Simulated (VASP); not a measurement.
# ZnH3S in VASP: further runs

Runs on ZnH3S. Level: PBE. Tasks: single point.

Program: VASP 6.6.1. These are calculated values, not measurements. Logs are shortened: lines on timing, memory, paths and dates and some standing lists are left out, and cuts for length are marked.

## 1. The cell of the first run

The cell holds a wire or tube with vacuum around it, 20 atoms: a = 14.800 Å, b = 16.500 Å, c = 5.443 Å, α = 90.00°, β = 90.00°, γ = 90.00°.

## 2. Single point, PBE

File INCAR:

```
SYSTEM = ZnH3S
  PREC = Accurate
  ENCUT = 520
  EDIFF = 1E-6
  ISMEAR = 0
  SIGMA = 0.05
  LREAL = Auto
  LASPH = .TRUE.
  NELM = 80
  ALGO = Normal
  ISIF = 2
  LWAVE = .FALSE.
  LCHARG = .FALSE.
  GGA = PE
  NBANDS = 58
```

File KPOINTS:

```
regular mesh
0
G
  1 1 6
  0 0 0
```

File POSCAR:

```
ZnH3S
1.0
   14.8000000000      0.0000000000      0.0000000000
    0.0000000000     16.5000000000      0.0000000000
    0.0000000000      0.0000000000      5.4429620570
Zn S H
4 4 12
Direct
    0.6340118746      0.5000000000      0.7500000000
    0.4501280213      0.5000000000      0.2500000000
    0.4501280213      0.3350617558      0.7500000000
    0.4501280213      0.6649382442      0.7500000000
    0.5420699480      0.4175308779      0.0000000000
    0.5420699480      0.5824691221      0.5000000000
    0.3581860947      0.4175308779      0.5000000000
    0.3581860947      0.5824691221      0.0000000000
    0.6944776123      0.4457640656      0.5855871476
    0.6944776123      0.5542359344      0.9144128524
    0.5947336550      0.3702931286      0.1431982908
    0.5947336550      0.6297068714      0.3568017092
    0.3055223877      0.4647686272      0.6431982908
    0.3055223877      0.3702931286      0.3568017092
    0.5105937590      0.2808258215      0.5855871476
    0.3896622837      0.2808258215      0.9144128524
    0.5105937590      0.7191741785      0.9144128524
    0.3896622837      0.7191741785      0.5855871476
    0.3055223877      0.5352313728      0.8568017092
    0.3055223877      0.6297068714      0.1431982908
```

Potentials or basis: VASP PAW PBE potentials, release 64 (Zn, S, H).

Run with:

```bash
$ cat potpaw_PBE.64/Zn/POTCAR potpaw_PBE.64/S/POTCAR potpaw_PBE.64/H/POTCAR > POTCAR
$ mpirun -np 1 vasp_std > vasp.out
```

OUTCAR:

```text
SYSTEM = ZnH3S
   PREC = Accurate
   ENCUT = 520
   EDIFF = 1E-6
   ISMEAR = 0
   LREAL = Auto
   LASPH = .TRUE.
   NELM = 80
   ISIF = 2
   GGA = PE

 ion  position               nearest neighbor table
   1  0.634  0.500  0.750-   9 1.55  10 1.55   5 2.36   6 2.36
   2  0.450  0.500  0.250-   7 2.36   8 2.36   5 2.36   6 2.36
   3  0.450  0.335  0.750-  16 1.55  15 1.55   7 2.36   5 2.36
   4  0.450  0.665  0.750-  18 1.55  17 1.55   8 2.36   6 2.36
   5  0.542  0.418  0.000-  11 1.35   1 2.36   3 2.36   2 2.36
   6  0.542  0.582  0.500-  12 1.35   1 2.36   4 2.36   2 2.36
   7  0.358  0.418  0.500-  13 1.35  14 1.35   2 2.36   3 2.36
   8  0.358  0.582  0.000-  19 1.35  20 1.35   2 2.36   4 2.36
   9  0.694  0.446  0.586-   1 1.55
  10  0.694  0.554  0.914-   1 1.55
  11  0.595  0.370  0.143-   5 1.35
  12  0.595  0.630  0.357-   6 1.35
  13  0.306  0.465  0.643-   7 1.35
  14  0.306  0.370  0.357-   7 1.35
  15  0.511  0.281  0.586-   3 1.55
  16  0.390  0.281  0.914-   3 1.55
  17  0.511  0.719  0.914-   4 1.55
  18  0.390  0.719  0.586-   4 1.55
  19  0.306  0.535  0.857-   8 1.35
  20  0.306  0.630  0.143-   8 1.35

  LATTYP: Found a simple orthorhombic cell.
 ALAT       =     5.4429620570
 B/A-ratio  =     2.7191076927
 C/A-ratio  =     3.0314376303

  Lattice vectors:

 A1 = (   0.0000000000,   0.0000000000,   5.4429620570)
 A2 = (  14.8000000000,   0.0000000000,   0.0000000000)
 A3 = (   0.0000000000,  16.5000000000,   0.0000000000)

Analysis of symmetry for initial positions (statically):
=====================================================================
 Subroutine PRICEL returns:
 Original cell was already a primitive cell.

 Routine SETGRP: Setting up the symmetry group for a
 simple orthorhombic supercell.

 Subroutine GETGRP returns: Found  2 space group operations
 (whereof  1 operations were pure point group operations)
 out of a pool of  8 trial point group operations.

The static configuration has the point symmetry C_1 .
 The point group associated with its full space group is C_2 .

Analysis of symmetry for dynamics (positions and initial velocities):
=====================================================================
 Subroutine PRICEL returns:
 Original cell was already a primitive cell.

 Routine SETGRP: Setting up the symmetry group for a
 simple orthorhombic supercell.

 Subroutine GETGRP returns: Found  2 space group operations
 (whereof  1 operations were pure point group operations)
 out of a pool of  8 trial point group operations.

The dynamic configuration has the point symmetry C_1 .
 The point group associated with its full space group is C_2 .

 Subroutine INISYM returns: Found  2 space group operations
 (whereof  1 operations are pure point group operations),
 and found     1 'primitive' translations

----------------------------------------------------------------------------------------

                                     Primitive cell

  volume of cell :    1329.1713

  direct lattice vectors                    reciprocal lattice vectors
    14.800000000  0.000000000  0.000000000     0.067567568  0.000000000  0.000000000
     0.000000000 16.500000000  0.000000000     0.000000000  0.060606061  0.000000000
     0.000000000  0.000000000  5.442962057     0.000000000  0.000000000  0.183723493

  length of vectors
    14.800000000 16.500000000  5.442962057     0.067567568  0.060606061  0.183723493

  position of ions in fractional coordinates (direct lattice)
     0.634011875  0.500000000  0.750000000
     0.450128021  0.500000000  0.250000000
     0.450128021  0.335061756  0.750000000
     0.450128021  0.664938244  0.750000000
     0.542069948  0.417530878  0.000000000
     0.542069948  0.582469122  0.500000000
[... 12 lines left out ...]
     0.305522388  0.535231373  0.856801709
     0.305522388  0.629706871  0.143198291

  ion indices of the primitive-cell ions
   primitive index   ion index
                 1           1
                 2           2
                 3           3
                 4           4
                 5           5
                 6           6
[... 12 lines left out ...]
                19          19
                20          20

----------------------------------------------------------------------------------------

 KPOINTS: regular mesh

Automatic generation of k-mesh.
 Grid dimensions read from file:
 generate k-points for:    1    1    6

 Generating k-lattice:

  Cartesian coordinates                     Fractional coordinates (reciprocal lattice)
     0.067567568  0.000000000  0.000000000     1.000000000  0.000000000  0.000000000
     0.000000000  0.060606061  0.000000000     0.000000000  1.000000000  0.000000000
     0.000000000  0.000000000  0.030620582     0.000000000  0.000000000  0.166666667

  Length of vectors
     0.067567568  0.060606061  0.030620582

  Shift w.r.t. Gamma in fractional coordinates (k-lattice)
     0.000000000  0.000000000  0.000000000

 Subroutine IBZKPT returns following result:
 ===========================================

 Found      4 irreducible k-points:

 Following reciprocal coordinates:
            Coordinates               Weight
  0.000000  0.000000  0.000000      1.000000
  0.000000  0.000000  0.166667      2.000000
  0.000000  0.000000  0.333333      2.000000
  0.000000  0.000000  0.500000      1.000000
   k-points           NKPTS =      4   k-points in BZ     NKDIM =      4   number of bands    NBANDS=     58
   number of dos      NEDOS =    301   number of ions     NIONS =     20
   total plane-waves  NPLWV = 564480
   dimension x,y,z NGX =   112 NGY =  126 NGZ =   40
   dimension x,y,z NGXF=   224 NGYF=  252 NGZF=   80
   ions per type =               4   4  12
   NGX,Y,Z   is equivalent  to a cutoff of  12.58, 12.70, 12.22 a.u.
   NGXF,Y,Z  is equivalent  to a cutoff of  25.16, 25.39, 24.43 a.u.
 SYSTEM =  ZnH3S
   PREC   = accura    normal or accurate (medium, high low for compatibility)
   ISTART =      0    job   : 0-new  1-cont  2-samecut
   ICHARG =      2    charge: 1-file 2-atom 10-const
   ISPIN  =      1    spin polarized calculation?
   LNONCOLLINEAR =      F non collinear calculations
   LSORBIT =      F    spin-orbit coupling
   LASPH  =      T    aspherical Exc in radial PAW
   ENCUT  =  520.0 eV  38.22 Ry    6.18 a.u.  27.52 30.68 10.12*2*pi/ulx,y,z
   NELM   =     80;   NELMIN=  2; NELMDL= -5     # of ELM steps
   EDIFF  = 0.1E-05   stopping-criterion for ELM
   LREAL  =      T    real-space projection
   EDIFFG = 0.1E-04   stopping-criterion for IOM
   NSW    =      0    number of steps for IOM
   IBRION =     -1    ionic relax: 0-MD 1-quasi-New 2-CG
   NFREE  =      0    steps in history (QN), initial steepest desc. (CG)
   ISIF   =      2    stress and relaxation
   ISYM   =      2    0-nonsym 1-usesym 2-fastsym
   POTIM  = 0.5000    time-step for ionic-motion
   TEBEG  =    0.0;   TEEND  =   0.0 temperature during run
   PSTRESS=    0.0 pullay stress
   NELECT =      84.0000    total number of electrons
   NUPDOWN=      -1.0000    fix difference up-down
   EMIN   =  10.00;   EMAX   =-10.00  energy-range for DOS
   EFERMI =   0.00;   METHOD = LEGACY
   ISMEAR =     0;   SIGMA  =   0.05  broadening in eV -4-tet -1-fermi 0-gaus
   EFERMI_NEDOS =   21; number of points for ismear=-14 and -15
   IALGO  =     38    algorithm
   IMIX   =      4    mixing-type and parameters
     AMIX     =   0.40;   BMIX     =  1.00
     AMIX_MAG =   1.60;   BMIX_MAG =  1.00
  volume/ion in A,a.u.               =      66.46       448.48
  Fermi-wavevector in a.u.,A,eV,Ry     =   0.652090  1.232272  5.785490  0.425221
  Thomas-Fermi vector in A             =   1.721899
   LORBIT       =      0    0 simple, 1 ext, 2 COOP (PROOUT), +10 PAW based schemes
   GGA     = PE    functional components
   LHFCALC =     F    Hartree Fock is set to
   AEXX    =    0.0000 exact exchange contribution
   IVDW    =     0    specifies the selected vdW correction
   LEPSILON=     F    determine dielectric tensor
   LRPA    =     F    only Hartree local field effects (RPA)
 non-spin polarized calculation
 Gauss-broadening in eV      SIGMA  =   0.05
  energy-cutoff  :      520.00
  volume of cell :     1329.17
 maximum number of plane-waves:     35820
 NGX is ok and might be reduce to   112
   NGX = 55   NGY = 61   NGZ = 21

 number of electron      84.0000018 magnetization

 Free energy of the ion-electron system (eV)
  ---------------------------------------------------
  ext. energy  EPLUGINS =         0.00000000
  ---------------------------------------------------
  free energy    TOTEN  =       -56.43937055 eV

  energy without entropy =      -56.43929951  energy(sigma->0) =      -56.43933503

 E-fermi :  -3.5428     XC(G=0):  -2.3474

 val. band max:       -3.6544611470   @ k =   0.0000   0.0000   0.0000
 cond. band min:      -3.4320747770   @ k =   0.0000   0.0000   0.0000
 fundamental gap:      0.2223863700
 Fermi energy:        -3.5427729507

 k-point     1 :       0.0000    0.0000    0.0000
  band No.  band energies     occupation
      1     -21.2981      2.00000
      2     -20.9590      2.00000
      3     -18.4044      2.00000
      4     -18.1689      2.00000
      5     -14.3486      2.00000
      6     -13.3785      2.00000
[... 46 lines left out ...]
     53       0.1440      0.00000
     54       0.3040      0.00000

 k-point     2 :       0.0000    0.0000    0.1667
  band No.  band energies     occupation
      1     -21.2777      2.00000
      2     -20.9766      2.00000
      3     -18.3877      2.00000
      4     -18.1834      2.00000
      5     -14.3664      2.00000
      6     -13.3740      2.00000
[... 46 lines left out ...]
     53       0.2407      0.00000
     54       0.3199      0.00000

 k-point     3 :       0.0000    0.0000    0.3333
  band No.  band energies     occupation
      1     -21.2261      2.00000
      2     -21.0226      2.00000
      3     -18.3433      2.00000
      4     -18.2235      2.00000
      5     -14.4006      2.00000
      6     -13.3660      2.00000
[... 46 lines left out ...]
     53       0.3729      0.00000
     54       0.5364      0.00000

 k-point     4 :       0.0000    0.0000    0.5000
  band No.  band energies     occupation
      1     -21.1875      2.00000
      2     -21.0585      2.00000
      3     -18.2954      2.00000
      4     -18.2694      2.00000
      5     -14.4171      2.00000
      6     -13.3624      2.00000
[... 46 lines left out ...]
     53       0.4418      0.00000
     54       0.6583      0.00000
 [bands above 54 left out]

------------------------ aborting loop because EDIFF is reached ----------------------------------------

  FORCE on cell =-STRESS in cart. coord.  units (eV):
  Direction    XX          YY          ZZ          XY          YZ          ZX
  --------------------------------------------------------------------------------------
  -------------------------------------------------------------------------------------
  Total        5.0502312      4.4618527      4.9147609      0.0000000     -1.2167240      0.0000000
  in kB        6.0875267      5.3782978      5.9242313      0.0000000     -1.4666338      0.0000000
  external PRESSURE =       5.7966853 kB  Pullay stress =       0.0000000 kB

 VOLUME and BASIS-vectors are now :
 -----------------------------------------------------------------------------
  energy-cutoff  :      520.00
  volume of cell :     1329.17
      direct lattice vectors                 reciprocal lattice vectors
    14.800000000  0.000000000  0.000000000     0.067567568  0.000000000  0.000000000
     0.000000000 16.500000000  0.000000000     0.000000000  0.060606061  0.000000000
     0.000000000  0.000000000  5.442962057     0.000000000  0.000000000  0.183723493

 POSITION                                       TOTAL-FORCE (eV/Angst)
 -----------------------------------------------------------------------------------
      9.38338      8.25000      4.08222         1.611509     -0.000000     -0.000000
      6.66189      8.25000      1.36074         1.442490     -0.000000     -0.000000
      6.66189      5.52852      4.08222         0.479855     -1.687132      0.438658
      6.66189     10.97148      4.08222         0.479855      1.687132     -0.438658
      8.02264      6.88926      0.00000        -0.889713      0.742628     -0.092843
      8.02264      9.61074      2.72148        -0.889713     -0.742628      0.092843
[... 12 lines left out ...]
      4.52173      8.83132      4.66354        -1.143791     -0.134835      0.097198
      4.52173     10.39016      0.77942        -0.451020     -0.007392     -0.068467
 -----------------------------------------------------------------------------------
    total drift:                                0.007740     -0.000000     -0.000014

  FREE ENERGIE OF THE ION-ELECTRON SYSTEM (eV)
  ---------------------------------------------------
  free  energy   TOTEN  =       -56.4393705471 eV

  energy  without entropy=      -56.4392995114  energy(sigma->0) =      -56.43933503
```

Run time: 14 min. Hardware: 1 thread of Intel Xeon Platinum 8488C (Sapphire Rapids), shared host; peak memory 1.1 GiB.

What came out:

```
Free energy            : -56.4394 eV
Largest force          : 1.808 eV/Å
Band gap on the k mesh : 0.22 eV
```

Forces on the atoms (eV/Å):
```
Zn   1.612  0.000  0.000
Zn   1.442  0.000  0.000
Zn   0.480 -1.687  0.439
Zn   0.480  1.687 -0.439
S   -0.890  0.743 -0.093
S   -0.890 -0.743  0.093
S    1.311 -0.154 -0.124
S    1.311  0.154  0.124
H   -0.152 -0.611 -0.467
H   -0.152  0.611  0.467
H   -0.100  0.029  0.175
H   -0.100 -0.029 -0.175
H   -1.144  0.135 -0.097
H   -0.451  0.007  0.068
H    0.219  0.289 -0.598
H   -0.801  0.232  0.506
H    0.219 -0.289  0.598
H   -0.801 -0.232 -0.506
H   -1.144 -0.135  0.097
H   -0.451 -0.007 -0.068
```

Caveat: semilocal functionals underestimate gaps, and a narrow one can read as zero.

## 3. Single point, PBE

This run uses another cell than the first one.

File INCAR:

```
SYSTEM = ZnH3S
  PREC = Accurate
  ENCUT = 520
  EDIFF = 1E-6
  ISMEAR = 0
  SIGMA = 0.05
  LREAL = Auto
  LASPH = .True.
  NELM = 80
  ALGO = Normal
  ISIF = 2
  LWAVE = .False.
  LCHARG = .False.
  GGA = PE
  NBANDS = 58
```

File KPOINTS:

```
regular mesh
0
Gamma
  1 1 6
  0 0 0
```

File POSCAR:

```
ZnH3S
1.0
   14.8000000000      0.0000000000      0.0000000000
    0.0000000000     16.5000000000      0.0000000000
    0.0000000000      0.0000000000      5.5069164444
Zn S H
4 4 12
Direct
    0.6908759779      0.5000000000      0.7500000000
    0.4394827846      0.5000000000      0.2500000000
    0.4723915340      0.3354408502      0.6886147875
    0.4723915340      0.6645591498      0.8113852125
    0.5311121872      0.4249448193     -0.0213224140
    0.5311121872      0.5750551807      0.5213224140
    0.3567616852      0.4024249347      0.4698530782
    0.3567616852      0.5975750653      0.0301469218
    0.7013662422      0.4312394338      0.5629938184
    0.7013662422      0.5687605662      0.9370061816
    0.5709508034      0.3712163069      0.1305823763
    0.5709508034      0.6287836931      0.3694176237
    0.3243329178      0.4515373175      0.6462369739
    0.3197626904      0.2592541925      0.0426846686
    0.5093901011      0.2513621802      0.6231813191
    0.3417185548      0.2302595190      0.9555258550
    0.5093901011      0.7486378198      0.8768186809
    0.3417185548      0.7697404810      0.5444741450
    0.3243329178      0.5484626825      0.8537630261
    0.3197626904      0.7407458075      0.4573153314
```

Potentials or basis: VASP PAW PBE potentials, release 64 (Zn, S, H).

Run with:

```bash
$ cat potpaw_PBE.64/Zn/POTCAR potpaw_PBE.64/S/POTCAR potpaw_PBE.64/H/POTCAR > POTCAR
$ mpirun -np 1 vasp_std > vasp.out
```

It used 790 s of CPU time on 1 thread of Intel(R) Xeon(R) Platinum 8488C (Sapphire Rapids) (shared host).

It converged, with:

* Free energy: -63.0002 eV
* Largest force: 0.085 eV/Å
* Band gap on the k mesh: 3.94 eV

Forces on the atoms (eV/Å):
```
Zn   0.003  0.000  0.000
Zn  -0.004  0.000  0.000
Zn  -0.010  0.003  0.000
Zn  -0.010 -0.003  0.000
S    0.049 -0.041  0.057
S    0.049  0.041 -0.057
S   -0.051  0.037  0.052
S   -0.051 -0.037 -0.052
H    0.003 -0.025 -0.023
H    0.003  0.025  0.023
H   -0.032  0.045 -0.047
H   -0.032 -0.045  0.047
H    0.032 -0.044 -0.055
H   -0.006  0.006  0.003
H    0.010 -0.024 -0.007
H    0.006 -0.006 -0.002
H    0.010  0.024  0.007
H    0.006  0.006  0.002
H    0.032  0.044  0.055
H   -0.006 -0.006 -0.003
```

Levels at points of the mesh, in eV from the valence-band top:
| k point | band 38 | band 39 | band 40 | band 41 | band 42 | band 43 | band 44 | band 45 | band 46 | band 47 |
| --- | --- | --- | --- | --- | --- | --- | --- | --- | --- | --- |
| (0.00, 0.00, 0.00) | -0.92 | -0.70 | -0.49 | -0.28 | 0.00 | 3.94 | 4.28 | 4.33 | 4.74 | 5.00 |
| (0.00, 0.00, 0.50) | -0.87 | -0.70 | -0.50 | -0.42 | -0.07 | 4.22 | 4.24 | 4.51 | 4.62 | 5.21 |
